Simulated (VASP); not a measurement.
Write the native input for VASP 6.6.1 that does the following.

| Item | Value |
| --- | --- |
| Task | relaxation of cell and atoms |
| Functional | PBEsol |
| Potentials or basis | VASP PAW PBE potentials, release 64 (Sc_sv, Pt) |
| Cutoff | 600 eV |
| k mesh | 14 × 14 × 14 |
| Occupations | fermi-dirac, width 0.1 eV |
| Spin | no spin polarisation |
| Target pressure | 4 GPa |
| Dipole correction | no |
| Further INCAR settings | ALGO = Normal; EDIFF = 1e-06; IBRION = 2; EDIFFG = -0.002; NSW = 100; ISIF = 3 |

The structure of ScPt lies in POSCAR:

```
ScPt
1.0
    3.2602670112      0.0000000000      0.0000000000
    0.0000000000      3.2602670112      0.0000000000
    0.0000000000      0.0000000000      3.2602670112
Sc Pt
1 1
Direct
    0.5000000000      0.5000000000      0.5000000000
    0.0000000000      0.0000000000      0.0000000000
```

One way to write it, as run:

INCAR

```
PREC     = Accurate       # precision mode
ENCUT    = 600            # plane-wave cutoff, eV
EDIFF    = 1E-6           # SCF threshold, eV
ISMEAR   = -1             # smearing method
SIGMA    = 0.1            # smearing width, eV
LREAL    = F              # projectors in reciprocal space
LASPH    = T              # aspherical terms in the spheres
NELM     = 100            # most SCF steps
ALGO     = Normal         # electronic algorithm
ISIF     = 3              # what is computed and relaxed
LWAVE    = F              # write WAVECAR
LCHARG   = F              # write CHGCAR
GGA      = PS             # functional
IBRION   = 2              # ionic algorithm
NSW      = 100            # ionic steps
EDIFFG   = -0.002         # ionic threshold
PSTRESS  = 40.0
```

KPOINTS

```
Automatic mesh
0
Gamma
  14 14 14
```

Potentials or basis: VASP PAW PBE potentials, release 64 (Sc_sv, Pt).

Command:

```bash
$ cat potpaw_PBE.64/Sc_sv/POTCAR potpaw_PBE.64/Pt/POTCAR > POTCAR
$ mpirun -np 1 vasp_std > vasp.out
```

It gave:

```
Relaxed volume                                         : 16.93 Å³/atom
Relaxed cell                                           : a = 3.235 Å, b = 3.235 Å, c = 3.235 Å, α = 90.00°, β = 90.00°, γ = 90.00°
Space group after relaxing (to 0.05 Å)                 : Pm-3m (No. 221)
Energy change on relaxing (the enthalpy is what falls) : +5.1 meV/atom
Ionic steps                                            : 3
Pressure after relaxing                                : 4.0 GPa
```

Caveat: the cell is relaxed towards a set pressure, so the enthalpy falls and the energy may rise; the PAW data sets were made with another functional, which shifts forces and pressure a little.

Run time: 120 s on 1 thread of Intel Xeon 6975P-C, on a shared host, peak memory 0.24 GiB.
